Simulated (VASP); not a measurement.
# O (R-3m) in VASP: a series of runs, part 2 of 2

VASP 6.6.1. The steps go on from the part before.

## 3. Electric field gradients, PBEsol (equal xx and yy strain of +2 %)

INCAR

```
SYSTEM = O
ALGO     = Normal         ! electronic algorithm
EDIFF    = 1E-8           ! SCF threshold, eV
ENCUT    = 520            ! plane-wave cutoff, eV
GGA      = PS             ! functional
ISIF     = 2              ! what is computed and relaxed
ISMEAR   = -1             ! smearing method
LASPH    = .True.         ! aspherical terms in the spheres
LCHARG   = .False.        ! write CHGCAR
LEFG     = .True.       
LREAL    = .False.        ! projectors in reciprocal space
LWAVE    = .False.        ! write WAVECAR
NBANDS   = 13             ! bands
NELM     = 80             ! most SCF steps
PREC     = Accurate       ! precision mode
SIGMA    = 0.02           ! smearing width, eV
```

KPOINTS

```
k-points
0
Gamma
  10 10 10
  0 0 0
```

POSCAR

```
O
1.0
    1.4518160025      0.8382063598      3.4083000000
   -1.4518160025      0.8382063598      3.4083000000
    0.0000000000     -1.6764127197      3.4083000000
O
2
Direct
    0.0577000000      0.0577000000      0.0577000000
    0.9423000000      0.9423000000      0.9423000000
```

Potentials or basis: VASP PAW PBE potentials, release 64 (O).

The run is started by

```
$ cat potpaw_PBE.64/O/POTCAR > POTCAR
$ mpirun -np 1 vasp_std > vasp.out
```

OUTCAR:

```text
SYSTEM = O
   EDIFF = 1E-8
   ENCUT = 520
   GGA = PS
   ISIF = 2
   ISMEAR = -1
   LASPH = .True.
   LREAL = .False.
   NELM = 80
   PREC = Accurate

 ion  position               nearest neighbor table
   1  0.058  0.058  0.058-   2 1.18
   2  0.942  0.942  0.942-   1 1.18

  LATTYP: Found a trigonal (rhomboedric) cell.
 ALAT       =     3.7982717776
 COS(alpha) =     0.7077994153

  Lattice vectors:

 A1 = (   1.4518160025,   0.8382063598,   3.4083000000)
 A2 = (  -1.4518160025,   0.8382063598,   3.4083000000)
 A3 = (   0.0000000000,  -1.6764127197,   3.4083000000)

Analysis of symmetry for initial positions (statically):
=====================================================================
 Subroutine PRICEL returns:
 Original cell was already a primitive cell.

 Routine SETGRP: Setting up the symmetry group for a
 trigonal (rhombohedral) supercell.

[... 571 lines left out ...]
  volume of cell :       24.89
      direct lattice vectors                 reciprocal lattice vectors
     1.451816002  0.838206360  3.408300000     0.344396259  0.198837273  0.097800467
    -1.451816002  0.838206360  3.408300000    -0.344396259  0.198837273  0.097800467
     0.000000000 -1.676412720  3.408300000     0.000000000 -0.397674546  0.097800467

 POSITION                                       TOTAL-FORCE (eV/Angst)
 -----------------------------------------------------------------------------------
      0.00000     -0.00000      0.58998         0.000000     -0.000000      3.967048
      0.00000     -0.00000      9.63492         0.000000      0.000000     -3.967048
 -----------------------------------------------------------------------------------
    total drift:                                0.000000     -0.000000      0.000000

  FREE ENERGIE OF THE ION-ELECTRON SYSTEM (eV)
  ---------------------------------------------------
  free  energy   TOTEN  =        -9.7841494322 eV

  energy  without entropy=       -9.7823289825  energy(sigma->0) =       -9.78323921

 Electric field gradients (V/A^2)
---------------------------------------------------------------------
 ion       V_xx      V_yy      V_zz      V_xy      V_xz      V_yz
---------------------------------------------------------------------
   1     -58.269   -58.269   116.538    -0.000     0.000     0.000
   2     -58.269   -58.269   116.538     0.000    -0.000     0.000
---------------------------------------------------------------------

 Electric field gradients after diagonalization (V/A^2)
 (convention: |V_zz| > |V_xx| > |V_yy|)
----------------------------------------------------------------------
 ion       V_xx      V_yy      V_zz     asymmetry (V_yy - V_xx)/ V_zz
----------------------------------------------------------------------
   1     -58.269   -58.269   116.538       0.000
   2     -58.269   -58.269   116.538       0.000
----------------------------------------------------------------------

           NMR quadrupolar parameters

 Cq : quadrupolar parameter    Cq=e*Q*V_zz/h
 eta: asymmetry parameters     (V_yy - V_xx)/ V_zz
 Q  : nuclear electric quadrupole moment in mb (millibarn)
----------------------------------------------------------------------
 ion       Cq(MHz)       eta       Q (mb)
----------------------------------------------------------------------
   1       0.282       0.000       1.000
   2       0.282       0.000       1.000
----------------------------------------------------------------------
```

OSZICAR:

```text
N       E                     dE             d eps       ncg     rms          rms(c)
DAV:   1     0.369012690974E+02    0.36901E+02   -0.62642E+03  3064   0.844E+02
DAV:   2    -0.867332873753E+01   -0.45575E+02   -0.43816E+02  3878   0.180E+02
DAV:   3    -0.100930393753E+02   -0.14197E+01   -0.14047E+01  3424   0.295E+01
DAV:   4    -0.100970857495E+02   -0.40464E-02   -0.40462E-02  3496   0.191E+00
DAV:   5    -0.100971012931E+02   -0.15544E-04   -0.15544E-04  3411   0.111E-01    0.446E+00
DAV:   6    -0.984389283755E+01    0.25321E+00   -0.21054E-01  3396   0.422E+00    0.236E+00
DAV:   7    -0.978217537775E+01    0.61717E-01   -0.19849E-01  3551   0.397E+00    0.452E-01
DAV:   8    -0.978413498322E+01   -0.19596E-02   -0.15021E-02  3061   0.101E+00    0.567E-02
DAV:   9    -0.978413866216E+01   -0.36789E-05   -0.18170E-04  3636   0.121E-01    0.226E-02
DAV:  10    -0.978414823180E+01   -0.95696E-05   -0.24698E-05  3066   0.424E-02    0.786E-03
DAV:  11    -0.978414954966E+01   -0.13179E-05   -0.33318E-06  3296   0.175E-02    0.417E-03
DAV:  12    -0.978414937168E+01    0.17798E-06   -0.56633E-07  3301   0.667E-03    0.165E-03
DAV:  13    -0.978414942390E+01   -0.52217E-07   -0.78209E-08  3146   0.243E-03    0.202E-04
DAV:  14    -0.978414943220E+01   -0.82971E-08   -0.34319E-09  1938   0.523E-04
   1 F= -.97841494E+01 E0= -.97832392E+01  d E =-.182045E-02
```

stdout:

```text
POSCAR found type information on POSCAR O
 POSCAR found :  1 types and       2 ions
 scaLAPACK will be used
 -----------------------------------------------------------------------------
|                                                                             |
|                                                                             |
|     You enforced a specific xc type in the INCAR file but a different       |
|     I HOPE YOU KNOW WHAT YOU ARE DOING!                                     |
|                                                                             |
 -----------------------------------------------------------------------------

 LDA part: xc-table for (Slater+PW92), standard interpolation
 POSCAR, INCAR and KPOINTS ok, starting setup
 FFT: planning ... GRIDC
 FFT: planning ... GRID_SOFT
 FFT: planning ... GRID
 WAVECAR not read
 entering main loop
ion   1

ion   2
```

Wall time 47 s (1 thread of Intel Xeon Platinum 8488C (Sapphire Rapids), shared host); peak memory 0.16 GiB.

What came out:

```
Free energy            : -9.7841 eV
Pressure               : 5.5 GPa
Largest force          : 3.967 eV/Å
Band gap on the k mesh : zero (band 6 reaches 0.90 eV, above the bottom of band 7 at -0.28 eV)
```

Forces in eV/Å, atoms in the order of the input:
```
O    0.000  0.000  3.967
O    0.000  0.000 -3.967
```

Electric field gradients, principal values (V/Å²):
| atom | least | middle | greatest (by size) |
| --- | --- | --- | --- |
| 1 O | -58.269 | -58.269 | 116.538 |
| 2 O | -58.269 | -58.269 | 116.538 |

Caveat: the cell differs from its parent crystal (equal xx and yy strain of +2 %); the standard files for N, O and F lose accuracy on very short bonds; spin is off for a triplet molecule; without QUAD_EFG the Cq values of the log hold for a quadrupole moment of 1 mb, not for the nuclei; the PAW data sets were made with another functional, which shifts forces and pressure a little.

## 4. Electric field gradients, PBEsol (volume scaled by 1.06)

INCAR

```
SYSTEM = O
  PREC = Accurate
  ENCUT = 520
  EDIFF = 1E-8
  ISMEAR = -1
  SIGMA = 0.02
  LREAL = .False.
  LASPH = .True.
  NELM = 100
  ALGO = Normal
  ISIF = 2
  LWAVE = .False.
  LCHARG = .False.
  GGA = PS
  LEFG = .True.
  NBANDS = 13
```

KPOINTS

```
Automatic mesh
0
Gamma
  10 10 10
  0 0 0
```

POSCAR

```
O
1.0
    1.4512649137      0.8378881885      3.4751463827
   -1.4512649137      0.8378881885      3.4751463827
    0.0000000000     -1.6757763772      3.4751463827
O
2
Direct
    0.0577000000      0.0577000000      0.0577000000
    0.9423000000      0.9423000000      0.9423000000
```

Potentials or basis: VASP PAW PBE potentials, release 64 (O).

The run is started by

```
$ cat potpaw_PBE.64/O/POTCAR > POTCAR
$ mpirun -np 1 vasp_std > vasp.out
```

OUTCAR:

```text
SYSTEM = O
   PREC = Accurate
   ENCUT = 520
   EDIFF = 1E-8
   ISMEAR = -1
   LREAL = .False.
   LASPH = .True.
   NELM = 100
   ISIF = 2
   GGA = PS

 ion  position               nearest neighbor table
   1  0.058  0.058  0.058-   2 1.20
   2  0.942  0.942  0.942-   1 1.20

  LATTYP: Found a trigonal (rhomboedric) cell.
 ALAT       =     3.8580913477
 COS(alpha) =     0.7170052526

  Lattice vectors:

 A1 = (   1.4512649137,   0.8378881885,   3.4751463827)
 A2 = (  -1.4512649137,   0.8378881885,   3.4751463827)
 A3 = (   0.0000000000,  -1.6757763772,   3.4751463827)

Analysis of symmetry for initial positions (statically):
=====================================================================
 Subroutine PRICEL returns:
 Original cell was already a primitive cell.

 Routine SETGRP: Setting up the symmetry group for a
 trigonal (rhombohedral) supercell.

 Subroutine GETGRP returns: Found 12 space group operations
 (whereof 12 operations were pure point group operations)
 out of a pool of 12 trial point group operations.

The static configuration has the point symmetry D_3d.

Analysis of symmetry for dynamics (positions and initial velocities):
=====================================================================
 Subroutine PRICEL returns:
 Original cell was already a primitive cell.

 Routine SETGRP: Setting up the symmetry group for a
 trigonal (rhombohedral) supercell.

 Subroutine GETGRP returns: Found 12 space group operations
 (whereof 12 operations were pure point group operations)
 out of a pool of 12 trial point group operations.

The dynamic configuration has the point symmetry D_3d.

 Subroutine INISYM returns: Found 12 space group operations
 (whereof 12 operations are pure point group operations),
 and found     1 'primitive' translations

----------------------------------------------------------------------------------------

                                     Primitive cell

  volume of cell :      25.3546

  direct lattice vectors                    reciprocal lattice vectors
     1.451264914  0.837888189  3.475146383     0.344527037  0.198912777  0.095919221
    -1.451264914  0.837888189  3.475146383    -0.344527037  0.198912777  0.095919221
     0.000000000 -1.675776377  3.475146383     0.000000000 -0.397825555  0.095919221

  length of vectors
     3.858091348  3.858091348  3.858091348     0.409225694  0.409225694  0.409225694

  position of ions in fractional coordinates (direct lattice)
     0.057700000  0.057700000  0.057700000
     0.942300000  0.942300000  0.942300000

  ion indices of the primitive-cell ions
   primitive index   ion index
                 1           1
                 2           2

----------------------------------------------------------------------------------------

 KPOINTS: Automatic mesh

Automatic generation of k-mesh.
 Grid dimensions read from file:
 generate k-points for:   10   10   10

 Generating k-lattice:

  Cartesian coordinates                     Fractional coordinates (reciprocal lattice)
[... 75 lines left out ...]
   ISMEAR =    -1;   SIGMA  =   0.02  broadening in eV -4-tet -1-fermi 0-gaus
   EFERMI_NEDOS =   21; number of points for ismear=-14 and -15
   IALGO  =     38    algorithm
   IMIX   =      4    mixing-type and parameters
     AMIX     =   0.40;   BMIX     =  1.00
     AMIX_MAG =   1.60;   BMIX_MAG =  1.00
  volume/ion in A,a.u.               =      12.68        85.55
  Fermi-wavevector in a.u.,A,eV,Ry     =   1.275801  2.410914 22.145764  1.627668
  Thomas-Fermi vector in A             =   2.408493
   LORBIT       =      0    0 simple, 1 ext, 2 COOP (PROOUT), +10 PAW based schemes
   GGA     = PS    functional components
   LHFCALC =     F    Hartree Fock is set to
   AEXX    =    0.0000 exact exchange contribution
   IVDW    =     0    specifies the selected vdW correction
   LEPSILON=     F    determine dielectric tensor
   LRPA    =     F    only Hartree local field effects (RPA)
 non-spin polarized calculation
  energy-cutoff  :      520.00
  volume of cell :       25.35
 maximum number of plane-waves:       703
 NGX is ok and might be reduce to    30
   NGX = 15   NGY = 15   NGZ = 15

 number of electron      12.0000001 magnetization

 Free energy of the ion-electron system (eV)
  ---------------------------------------------------
  ext. energy  EPLUGINS =         0.00000000
  ---------------------------------------------------
  free energy    TOTEN  =        -9.86208906 eV

  energy without entropy =       -9.86005678  energy(sigma->0) =       -9.86107292

 E-fermi :  -0.1479     XC(G=0):  -9.1427

 val. band max:       -0.1534659218   @ k =   0.5000   0.5000   0.3000
 cond. band min:      -0.1268982134   @ k =  -0.4000   0.3000   0.1000
 fundamental gap:      0.0265677084
 Fermi energy:        -0.1478899045

 k-point     1 :       0.0000    0.0000    0.0000
  band No.  band energies     occupation
      1     -27.5361      2.00000
      2     -13.9101      2.00000
      3      -8.9147      2.00000
      4      -6.4094      2.00000
      5      -6.4094      2.00000
      6       0.3578      0.00000
      7       0.3578      0.00000
      8       7.7683      0.00000
      9      10.8432      0.00000
     10      14.4317      0.00000
     11      17.7824      0.00000
     12      20.7068      0.00000
     13      20.7068      0.00000
[... 354 lines left out ...]
  band No.  band energies     occupation
      1     -27.2567      2.00000
      2     -14.0498      2.00000
      3      -8.2467      2.00000
      4      -7.2573      2.00000
      5      -6.9441      2.00000
      6      -0.9827      2.00000
      7       0.2890      0.00000
      8       9.2468      0.00000
      9      11.5149      0.00000
     10      14.2544      0.00000
     11      14.9173      0.00000
     12      18.5140      0.00000
     13      21.2784      0.00000

 [... further k-points ...]
[... 5 lines left out ...]
  --------------------------------------------------------------------------------------
  -------------------------------------------------------------------------------------
  Total       -1.3538459     -1.3538459      2.5827890      0.0000000     -0.0000000     -0.0000000
  in kB      -85.5505277    -85.5505277    163.2083540      0.0000000     -0.0000000     -0.0000000
  external PRESSURE =      -2.6309005 kB  Pullay stress =       0.0000000 kB

 VOLUME and BASIS-vectors are now :
 -----------------------------------------------------------------------------
  energy-cutoff  :      520.00
  volume of cell :       25.35
      direct lattice vectors                 reciprocal lattice vectors
     1.451264914  0.837888189  3.475146383     0.344527037  0.198912777  0.095919221
    -1.451264914  0.837888189  3.475146383    -0.344527037  0.198912777  0.095919221
     0.000000000 -1.675776377  3.475146383     0.000000000 -0.397825555  0.095919221

 POSITION                                       TOTAL-FORCE (eV/Angst)
 -----------------------------------------------------------------------------------
      0.00000     -0.00000      0.60155         0.000000     -0.000000      1.770321
      0.00000     -0.00000      9.82389         0.000000      0.000000     -1.770321
 -----------------------------------------------------------------------------------
    total drift:                               -0.000000     -0.000000      0.000000

  FREE ENERGIE OF THE ION-ELECTRON SYSTEM (eV)
  ---------------------------------------------------
  free  energy   TOTEN  =        -9.8620890634 eV

  energy  without entropy=       -9.8600567810  energy(sigma->0) =       -9.86107292

 Electric field gradients (V/A^2)
---------------------------------------------------------------------
 ion       V_xx      V_yy      V_zz      V_xy      V_xz      V_yz
---------------------------------------------------------------------
   1     -61.470   -61.470   122.939    -0.000    -0.000     0.000
   2     -61.470   -61.470   122.939    -0.000     0.000     0.000
---------------------------------------------------------------------

 Electric field gradients after diagonalization (V/A^2)
 (convention: |V_zz| > |V_xx| > |V_yy|)
----------------------------------------------------------------------
 ion       V_xx      V_yy      V_zz     asymmetry (V_yy - V_xx)/ V_zz
----------------------------------------------------------------------
   1     -61.470   -61.470   122.939       0.000
   2     -61.470   -61.470   122.939       0.000
----------------------------------------------------------------------

           NMR quadrupolar parameters

 Cq : quadrupolar parameter    Cq=e*Q*V_zz/h
 eta: asymmetry parameters     (V_yy - V_xx)/ V_zz
 Q  : nuclear electric quadrupole moment in mb (millibarn)
----------------------------------------------------------------------
 ion       Cq(MHz)       eta       Q (mb)
----------------------------------------------------------------------
   1       0.297       0.000       1.000
   2       0.297       0.000       1.000
----------------------------------------------------------------------
```

stdout:

```text
POSCAR found type information on POSCAR O
 POSCAR found :  1 types and       2 ions
 scaLAPACK will be used
 -----------------------------------------------------------------------------
|                                                                             |
|                                                                             |
|     You enforced a specific xc type in the INCAR file but a different       |
|     I HOPE YOU KNOW WHAT YOU ARE DOING!                                     |
|                                                                             |
 -----------------------------------------------------------------------------

 LDA part: xc-table for (Slater+PW92), standard interpolation
 POSCAR, INCAR and KPOINTS ok, starting setup
 FFT: planning ... GRIDC
 FFT: planning ... GRID_SOFT
 FFT: planning ... GRID
 WAVECAR not read
 entering main loop
ion   1

ion   2
```

It took 60 s on 1 thread of Intel Xeon Platinum 8488C (Sapphire Rapids), shared host; peak memory 0.17 GiB.

What came out:

```
Free energy            : -9.8621 eV
Pressure               : -0.3 GPa
Largest force          : 1.770 eV/Å
Band gap on the k mesh : zero (band 6 reaches 0.58 eV, above the bottom of band 7 at -0.60 eV)
```

Forces in eV/Å, atoms in the order of the input:
```
O    0.000  0.000  1.770
O    0.000  0.000 -1.770
```

Electric field gradients, principal values (V/Å²):
```tsv
atom	least	middle	greatest (by size)
1 O	-61.470	-61.470	122.939
2 O	-61.470	-61.470	122.939
```

Caveat: the standard files for N, O and F lose accuracy on very short bonds; spin is off for a triplet molecule; without QUAD_EFG the Cq values of the log hold for a quadrupole moment of 1 mb, not for the nuclei; the PAW data sets were made with another functional, which shifts forces and pressure a little.
